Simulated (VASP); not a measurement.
# Si2W (Imm2) in VASP: a series of runs, part 2 of 2

VASP 6.6.1. Earlier steps stand in the parts before.

**3. Single point, PBE (all Si atoms moved -0.100 Å, as atom 1 along Cartesian [1 0 0])**

Contents of INCAR:

```
ALGO = Normal
EDIFF = 1E-6
ENCUT = 520
GGA = PE
ISIF = 2
ISMEAR = 0
LASPH = T
LCHARG = F
LREAL = F
LWAVE = F
NBANDS = 18
NELM = 100
PREC = Accurate
SIGMA = 0.15
```

Contents of KPOINTS:

```
k-points
0
Gamma
  20 20 20
```

Contents of POSCAR:

```
Si2W
1.0
   -1.6144976568      1.6144976568      3.9334139095
    1.6144976568     -1.6144976568      3.9334139095
    1.6144976568      1.6144976568     -3.9334139095
Si W
2 1
Direct
    0.3345744059      0.3036050206     -0.0309693853
    0.6654255941      0.6344562088     -0.0309693853
    0.0000000000      0.0000000000      0.0000000000
```

Potentials or basis: VASP PAW PBE potentials, release 64 (Si, W_sv).

The run is started by

```sh
$ cat potpaw_PBE.64/Si/POTCAR potpaw_PBE.64/W_sv/POTCAR > POTCAR
$ mpirun -np 1 vasp_std > vasp.out
```

OUTCAR:

```text
EDIFF = 1E-6
   ENCUT = 520
   GGA = PE
   ISIF = 2
   ISMEAR = 0
   LASPH = T
   LREAL = F
   NELM = 100
   PREC = Accurate

 ion  position               nearest neighbor table
   1  0.335  0.304  0.969-   3 2.57   3 2.57   2 2.60   3 2.63   2 2.64   2 2.64   2 2.64   2 2.64
                             3 2.69   3 2.69
   2  0.665  0.634  0.969-   3 2.57   3 2.57   1 2.60   3 2.63   1 2.64   1 2.64   1 2.64   1 2.64
                             3 2.69   3 2.69
   3  0.000  0.000  0.000-   2 2.57   2 2.57   1 2.57   1 2.57   1 2.63   2 2.63   2 2.69   1 2.69
                             2 2.69   1 2.69

  LATTYP: Found a body centered tetragonal cell.
 ALAT       =     3.2289953136
 C/A-ratio  =     2.4363082182

  Lattice vectors:

 A1 = (  -1.6144976568,   1.6144976568,   3.9334139095)
 A2 = (   1.6144976568,  -1.6144976568,   3.9334139095)
 A3 = (   1.6144976568,   1.6144976568,  -3.9334139095)

Analysis of symmetry for initial positions (statically):
=====================================================================
 Subroutine PRICEL returns:
 Original cell was already a primitive cell.

 Routine SETGRP: Setting up the symmetry group for a
 body centered tetragonal supercell.

 Subroutine GETGRP returns: Found  4 space group operations
 (whereof  4 operations were pure point group operations)
 out of a pool of 16 trial point group operations.

The static configuration has the point symmetry C_2v.

Analysis of symmetry for dynamics (positions and initial velocities):
=====================================================================
 Subroutine PRICEL returns:
 Original cell was already a primitive cell.

 Routine SETGRP: Setting up the symmetry group for a
 body centered tetragonal supercell.

 Subroutine GETGRP returns: Found  4 space group operations
 (whereof  4 operations were pure point group operations)
 out of a pool of 16 trial point group operations.

[... 119 lines left out ...]
   IALGO  =     38    algorithm
   IMIX   =      4    mixing-type and parameters
     AMIX     =   0.40;   BMIX     =  1.00
     AMIX_MAG =   1.60;   BMIX_MAG =  1.00
  volume/ion in A,a.u.               =      13.67        92.25
  Fermi-wavevector in a.u.,A,eV,Ry     =   1.330192  2.513698 24.074284  1.769410
  Thomas-Fermi vector in A             =   2.459297
   LORBIT       =      0    0 simple, 1 ext, 2 COOP (PROOUT), +10 PAW based schemes
   GGA     = PE    functional components
   LHFCALC =     F    Hartree Fock is set to
   AEXX    =    0.0000 exact exchange contribution
   IVDW    =     0    specifies the selected vdW correction
   LEPSILON=     F    determine dielectric tensor
   LRPA    =     F    only Hartree local field effects (RPA)
 non-spin polarized calculation
 Gauss-broadening in eV      SIGMA  =   0.15
  energy-cutoff  :      520.00
  volume of cell :       41.01
 maximum number of plane-waves:      1134
 NGX is ok and might be reduce to    36
   NGX = 17   NGY = 17   NGZ = 17

 number of electron      22.0000000 magnetization

 Free energy of the ion-electron system (eV)
  ---------------------------------------------------
  ext. energy  EPLUGINS =         0.00000000
  ---------------------------------------------------
  free energy    TOTEN  =       -24.76563136 eV

  energy without entropy =      -24.76298395  energy(sigma->0) =      -24.76430766

 E-fermi :  11.7422     XC(G=0): -12.4588

 val. band max:       11.7376435163   @ k =  -0.2000  -0.3000   0.3000
 cond. band min:      11.7449665374   @ k =  -0.4000  -0.4500   0.3500
 fundamental gap:      0.0073230211
 Fermi energy:        11.7421925884

 k-point     1 :       0.0000    0.0000    0.0000
  band No.  band energies     occupation
      1     -62.1160      2.00000
      2     -26.3689      2.00000
      3     -26.3538      2.00000
      4     -26.3502      2.00000
      5      -2.2034      2.00000
      6       5.0002      2.00000
[... 481 lines left out ...]
      5      -1.9413      2.00000
      6       4.8767      2.00000
[... 10 lines left out ...]
     17      17.6086      0.00000
     18      18.0913      0.00000

 [... further k-points ...]

------------------------ aborting loop because EDIFF is reached ----------------------------------------

  FORCE on cell =-STRESS in cart. coord.  units (eV):
  Direction    XX          YY          ZZ          XY          YZ          ZX
  --------------------------------------------------------------------------------------
  -------------------------------------------------------------------------------------
  Total        0.1821119      0.3181778      0.1474425      0.0000000      0.0000000      0.0000000
  in kB        7.1144988     12.4301380      5.7600833      0.0000000      0.0000000      0.0000000
  external PRESSURE =       8.4349067 kB  Pullay stress =       0.0000000 kB

 VOLUME and BASIS-vectors are now :
 -----------------------------------------------------------------------------
  energy-cutoff  :      520.00
  volume of cell :       41.01
      direct lattice vectors                 reciprocal lattice vectors
    -1.614497657  1.614497657  3.933413910     0.000000000  0.309693853  0.127116040
     1.614497657 -1.614497657  3.933413910     0.309693853  0.000000000  0.127116040
     1.614497657  1.614497657 -3.933413910     0.309693853  0.309693853  0.000000000

 POSITION                                       TOTAL-FORCE (eV/Angst)
 -----------------------------------------------------------------------------------
      1.51450      1.61450     -1.30137         0.506575      0.000000     -0.066786
      1.51450      1.61450      1.30137         0.506575     -0.000000      0.066786
      0.00000      0.00000      0.00000        -1.013150      0.000000     -0.000000
 -----------------------------------------------------------------------------------
    total drift:                                0.000056     -0.000000      0.000000

  FREE ENERGIE OF THE ION-ELECTRON SYSTEM (eV)
  ---------------------------------------------------
  free  energy   TOTEN  =       -24.7656313570 eV

  energy  without entropy=      -24.7629839540  energy(sigma->0) =      -24.76430766
```

OSZICAR:

```text
N       E                     dE             d eps       ncg     rms          rms(c)
DAV:   1     0.131102036281E+03    0.13110E+03   -0.10844E+04 41984   0.123E+03
DAV:   2    -0.210418918074E+02   -0.15214E+03   -0.14845E+03 47830   0.321E+02
DAV:   3    -0.256012363424E+02   -0.45593E+01   -0.45007E+01 52790   0.498E+01
DAV:   4    -0.256432296534E+02   -0.41993E-01   -0.41925E-01 49888   0.498E+00
DAV:   5    -0.256436766932E+02   -0.44704E-03   -0.44701E-03 49856   0.555E-01    0.248E+01
DAV:   6    -0.248716813355E+02    0.77200E+00   -0.36284E+00 45182   0.134E+01    0.842E+00
DAV:   7    -0.247891760043E+02    0.82505E-01   -0.25946E-01 44798   0.283E+00    0.452E+00
DAV:   8    -0.247661855449E+02    0.22990E-01   -0.48018E-02 47326   0.171E+00    0.329E-01
DAV:   9    -0.247657252722E+02    0.46027E-03   -0.12657E-03 48756   0.292E-01    0.194E-01
DAV:  10    -0.247656366053E+02    0.88667E-04   -0.30872E-04 49788   0.149E-01    0.438E-02
DAV:  11    -0.247656308143E+02    0.57910E-05   -0.42150E-05 47870   0.516E-02    0.178E-02
DAV:  12    -0.247656313570E+02   -0.54269E-06   -0.21273E-06 35542   0.107E-02
   1 F= -.24765631E+02 E0= -.24764308E+02  d E =-.264740E-02
```

stdout:

```text
POSCAR found type information on POSCAR SiW
 POSCAR found :  2 types and       3 ions
 scaLAPACK will be used
 LDA part: xc-table for (Slater+PW92), standard interpolation
 POSCAR, INCAR and KPOINTS ok, starting setup
 FFT: planning ... GRIDC
 FFT: planning ... GRID_SOFT
 FFT: planning ... GRID
 WAVECAR not read
 entering main loop
```

It took 37 min on 1 thread of Oxide Virtual Turin-like, shared host; peak memory 0.84 GiB.

What came out:

```yaml
Free_energy: -24.7656 eV
Pressure: 0.8 GPa
Largest_force: 1.013 eV/Å
Band_gap_on_the_k_mesh: zero (bands 11 and 12 overlap by 1.15 eV)
```

Forces on the atoms (eV/Å):
```
Si   0.507  0.000 -0.067
Si   0.507  0.000  0.067
W   -1.013  0.000  0.000
```

Stress tensor (GPa, compression positive):
```
0.71 0.00 0.00
0.00 1.24 0.00
0.00 0.00 0.58
```

Levels at points of the mesh, in eV from the Fermi level:
| k point | band 7 | band 8 | band 9 | band 10 | band 11 | band 12 | band 13 | band 14 | band 15 | band 16 |
| --- | --- | --- | --- | --- | --- | --- | --- | --- | --- | --- |
| (0.00, 0.00, 0.00) | -3.76 | -3.26 | -2.81 | -2.75 | 0.57 | 2.60 | 2.92 | 3.10 | 3.13 | 4.59 |
| (0.50, 0.00, 0.00) | -5.65 | -4.81 | -2.71 | -2.69 | -0.42 | 2.62 | 2.81 | 3.95 | 4.30 | 4.88 |
| (0.00, 0.50, 0.00) | -5.70 | -4.77 | -2.73 | -2.69 | -0.45 | 2.67 | 2.79 | 3.90 | 4.33 | 5.10 |
| (0.50, 0.50, 0.00) | -5.94 | -5.49 | -4.94 | -3.19 | -1.73 | 2.74 | 2.92 | 3.06 | 3.89 | 4.34 |
| (0.50, 0.50, 0.50) | -3.79 | -2.55 | -0.86 | -0.75 | -0.51 | -0.48 | 0.82 | 4.48 | 4.71 | 6.10 |

Caveat: the cell differs from its parent crystal (all Si atoms moved -0.100 Å, as atom 1 along Cartesian [1 0 0]); spin-orbit coupling is left out, which moves the levels of the heavy elements; forces of over 1 eV/Å act on the atoms, so gaps and moduli don't describe the material at rest.

**4. Single point, PBE (all Si atoms moved +0.075 Å, as atom 1 along Cartesian [1 0 0])**

Contents of INCAR:

```
  PREC = Accurate
  ENCUT = 520
  EDIFF = 1E-7
  ISMEAR = 0
  SIGMA = 0.15
  LREAL = False
  LASPH = True
  NELM = 80
  ALGO = Normal
  ISIF = 2
  LWAVE = False
  LCHARG = False
  GGA = PE
  NBANDS = 18
```

Contents of KPOINTS:

```
regular mesh
0
Gamma
  20 20 20
```

Contents of POSCAR:

```
Si2W
1.0
   -1.6144976568      1.6144976568      3.9334139095
    1.6144976568     -1.6144976568      3.9334139095
    1.6144976568      1.6144976568     -3.9334139095
Si W
2 1
Direct
    0.3345744059      0.3578014449      0.0232270390
    0.6654255941      0.6886526331      0.0232270390
    0.0000000000      0.0000000000      0.0000000000
```

The run is started by

```sh
$ cat potpaw_PBE.64/Si/POTCAR potpaw_PBE.64/W_sv/POTCAR > POTCAR
$ mpirun -np 1 vasp_std > vasp.out
```

Run time: 43 min. Hardware: 1 thread of Oxide Virtual Turin-like, shared host; peak memory 0.83 GiB.

It converged, with:

```yaml
Free_energy: -24.7878 eV
Pressure: 0.5 GPa
Largest_force: 0.759 eV/Å
Band_gap_on_the_k_mesh: zero (bands 11 and 12 overlap by 1.20 eV)
```

Forces in eV/Å, atoms in the order of the input:
```
Si  -0.379  0.000 -0.039
Si  -0.379  0.000  0.039
W    0.759  0.000  0.000
```

Stress tensor (GPa, compression positive):
```
0.48 0.00 0.00
0.00 0.78 0.00
0.00 0.00 0.38
```

Levels at points of the mesh, in eV from the Fermi level:
```tsv
k point	band 7	band 8	band 9	band 10	band 11	band 12	band 13	band 14	band 15	band 16
(0.00, 0.00, 0.00)	-3.76	-3.25	-2.80	-2.77	0.59	2.63	2.95	3.08	3.09	4.58
(0.50, 0.00, 0.00)	-5.66	-4.81	-2.71	-2.71	-0.41	2.64	2.80	3.94	4.31	4.96
(0.00, 0.50, 0.00)	-5.68	-4.79	-2.74	-2.70	-0.43	2.67	2.78	3.91	4.33	5.09
(0.50, 0.50, 0.00)	-5.93	-5.49	-4.95	-3.19	-1.74	2.74	2.92	3.07	3.88	4.33
(0.50, 0.50, 0.50)	-3.77	-2.54	-0.85	-0.79	-0.49	-0.48	0.80	4.47	4.72	6.12
```

Caveat: the cell differs from its parent crystal (all Si atoms moved +0.075 Å, as atom 1 along Cartesian [1 0 0]); spin-orbit coupling is left out, which moves the levels of the heavy elements.

**5. The runs side by side**

```tsv
cell	gap on the mesh (eV)	pressure (GPa)	largest force (eV/Å)
as given, atomic positions A	none	0.3	0.51
as given, atomic positions B	none	0.8	1.01
as given, atomic positions C	none	0.5	0.76
```

Alike in all rows: task single point; level PBE; potentials or basis VASP PAW PBE potentials, release 64 (Si, W_sv); no spin polarisation; k mesh 20 × 20 × 20; cutoff (eV) 520; smearing gaussian 0.15 eV.

Caveats: spin-orbit coupling is left out, which moves the levels of the heavy elements; forces of over 1 eV/Å act on the atoms, so gaps and moduli don't describe the material at rest (at least some runs).

Total energies depend on the potentials used, so only differences within one code and one set of settings carry meaning.
